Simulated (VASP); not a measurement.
Wanted: the native input for a VASP 6.6.1 run.

```
Task                   : single point
Functional             : r2SCAN
Potentials or basis    : VASP PAW PBE potentials, release 64 (Ag, Cl)
Cutoff                 : 520 eV
k mesh                 : 6 × 6 × 4
Occupations            : gaussian, width 0.01 eV
Spin                   : no spin polarisation
Dipole correction      : no
Further INCAR settings : ALGO = Normal; EDIFF = 1e-07; NBANDS = 26
```

The system is AgCl.

```
Ag Cl
1.0
     4.08341    0.00000    0.00000
    -2.04170    3.53634    0.00000
     0.00000    0.00000    6.32265
Ag Cl
2 2
Direct
  0.00000 0.00000 0.00000
  0.00000 0.00000 0.50000
  0.33333 0.66667 0.25000
  0.66667 0.33333 0.75000
```

This cell differs from its parent crystal: volume changed by +6%.

The input as run:

POSCAR

```
AgCl
1.0
    4.0834090426      0.0000000000      0.0000000000
   -2.0417045213      3.5363359649      0.0000000000
    0.0000000000      0.0000000000      6.3226549029
Ag Cl
2 2
Direct
    0.0000000000      0.0000000000      0.0000000000
    0.0000000000      0.0000000000      0.5000000000
    0.3333333333      0.6666666667      0.2500000000
    0.6666666667      0.3333333333      0.7500000000
```

INCAR.step1

```
ALGO = Normal
EDIFF = 1E-4
ENCUT = 520
GGA = PE
ISMEAR = 0
LASPH = True
LCHARG = False
LREAL = False
LWAVE = True
NBANDS = 26
NELM = 60
PREC = Accurate
SIGMA = 0.01
```

INCAR.step2

```
ALGO = Normal
EDIFF = 1E-7
ENCUT = 520
ISIF = 2
ISMEAR = 0
ISTART = 1
LASPH = True
LCHARG = False
LMIXTAU = True
LREAL = False
LWAVE = False
METAGGA = R2SCAN
NBANDS = 26
NELM = 60
PREC = Accurate
SIGMA = 0.01
```

KPOINTS

```
k-points
0
Gamma
  6 6 4
```

Potentials or basis: VASP PAW PBE potentials, release 64 (Ag, Cl).

Launch:

```console
$ cat potpaw_PBE.64/Ag/POTCAR potpaw_PBE.64/Cl/POTCAR > POTCAR
$ cp INCAR.step1 INCAR
$ mpirun -np 1 vasp_std > vasp.out
$ cp INCAR.step2 INCAR
$ mpirun -np 1 vasp_std > vasp.out
```

It gave:

- Pressure: -2.7 GPa
- Band gap on the k mesh: 1.42 eV, direct

Caveat: the PAW data sets were made with another functional, which shifts forces and pressure a little.

Wall time 91 s on 1 thread of Intel(R) Xeon(R) 6975P-C (Granite Rapids), with other jobs on the host, peak memory 0.23 GiB.
